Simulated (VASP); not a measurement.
Runs of VASP 6.6.1 on Ti. The structure is that of space group Fm-3m (No. 225), or close to it. The cells are those of the table. This isn't the form of Ti at room conditions, which is hcp.

```csv
cell,further INCAR settings,gap on the mesh (eV),pressure (GPa)
"a = 2.875, b = 2.875, c = 2.868 Å, angles 60.1, 60.1, 59.8°, 1 atom",ALGO = Fast; EDIFF = 1e-06; NBANDS = 12,none,-0.8
"a = 2.882, b = 2.882, c = 2.868 Å, angles 60.2, 60.2, 59.7°, 1 atom",ALGO = Fast; EDIFF = 1e-07; NBANDS = 12,none,-1.3
"a = 2.846, b = 2.846, c = 2.868 Å, angles 59.8, 59.8, 60.5°, 1 atom",ALGO = Fast; EDIFF = 1e-06; NBANDS = 12,none,(b)
"a = 2.861, b = 2.861, c = 2.868 Å, angles 59.9, 59.9, 60.2°, 1 atom",ALGO = Fast; EDIFF = 1e-06; NBANDS = 12,none,0.3
"a = 2.890, b = 2.890, c = 2.868 Å, angles 60.2, 60.2, 59.5°, 1 atom",ALGO = Fast; EDIFF = 1e-06; NBANDS = 12,none,-1.9
"a = 2.839, b = 2.839, c = 2.868 Å, angles 59.7, 59.7, 60.7°, 1 atom",ALGO = Fast; EDIFF = 1e-06; NBANDS = 12,none,(a)
"a = 2.854, b = 2.854, c = 2.868 Å, angles 59.8, 59.8, 60.3°, 1 atom",ALGO = Fast; EDIFF = 1e-06; NBANDS = 12,none,1.0
```

Alike in all rows: task single point; level PBEsol; potentials or basis VASP PAW PBE potentials, release 64 (Ti_sv); no spin polarisation; k mesh 26 × 26 × 26; cutoff (eV) 520; smearing gaussian 0.15 eV.

Question: Fill in the values left out.

Answer: (a) 2.0; (b) 1.5.

Caveats: the PAW data sets were made with another functional, which shifts forces and pressure a little.

A gap of «none» marks levels without a gap at the run's occupations.
